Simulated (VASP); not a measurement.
Cu:

```
CELL_PARAMETERS angstrom
2.53076 0.00000 0.00000
-1.26538 2.19171 0.00000
0.00000 0.00000 8.26182
ATOMIC_POSITIONS crystal
Cu 0.00000 0.00000 0.00000
Cu 0.33333 0.66667 0.25000
Cu 0.00000 0.00000 0.50000
Cu 0.66667 0.33333 0.75000
```

Base run:

```yaml
Program: VASP 6.6.1
Functional: r2SCAN
Potentials_or_basis: VASP PAW PBE potentials, release 64 (Cu)
Cutoff: 520 eV
k_mesh: 8 × 8 × 3
Occupations: methfessel-paxton, width 0.15 eV
Spin: no spin polarisation
```

Its results: band gap on the k mesh zero (band 22 reaches 10.34 eV, above the bottom of band 23 at 5.92 eV); pressure 0.7 GPa.

The run is repeated on the same cell with these changes: k mesh from 8 × 8 × 3 to 3 × 3 × 1. What comes out?

Band gap on the k mesh zero (band 22 reaches 11.17 eV, above the bottom of band 23 at 5.95 eV); pressure 0.1 GPa.

Caveats: some runs use coarse meshes; the PAW data sets were made with another functional, which shifts forces and pressure a little.
